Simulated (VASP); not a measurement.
Input of a VASP 6.6.1 run:

INCAR

```
SYSTEM = As
  PREC = Accurate
  ENCUT = 520
  EDIFF = 1E-6
  ISMEAR = -1
  SIGMA = 0.05
  LREAL = .FALSE.
  LASPH = .TRUE.
  NELM = 60
  ALGO = Normal
  ISIF = 2
  LWAVE = .FALSE.
  LCHARG = .FALSE.
  NBANDS = 12
```

KPOINTS

```
regular mesh
0
G
  9 9 9
  0 0 0
```

The input POSCAR:

```
As
1.0
    1.9176846343      1.1071757398      3.5829826684
   -1.9176846343      1.1071757398      3.5829826684
    0.0000000000     -2.2143514796      3.5829826684
As
2
Direct
    0.2260000000      0.2260000000      0.2260000000
    0.7740000000      0.7740000000      0.7740000000
```

Potentials or basis: VASP PAW LDA potentials, release 64 (As).

Command:

```bash
$ cat potpaw_LDA.64/As/POTCAR > POTCAR
$ mpirun -np 1 vasp_std > vasp.out
```

**Question.** Estimate the band gap on the k mesh.

**Answer.** Zero (band 5 reaches 4.73 eV, above the bottom of band 6 at 4.65 eV).

**Question.** Estimate the largest force.

**Answer.** 0.042 eV/Å.

**Question.** Estimate the pressure.

**Answer.** -4.9 GPa.

Stress tensor (GPa, compression positive):
```
-5.18  0.00  0.00
 0.00 -5.18  0.00
 0.00  0.00 -4.38
```
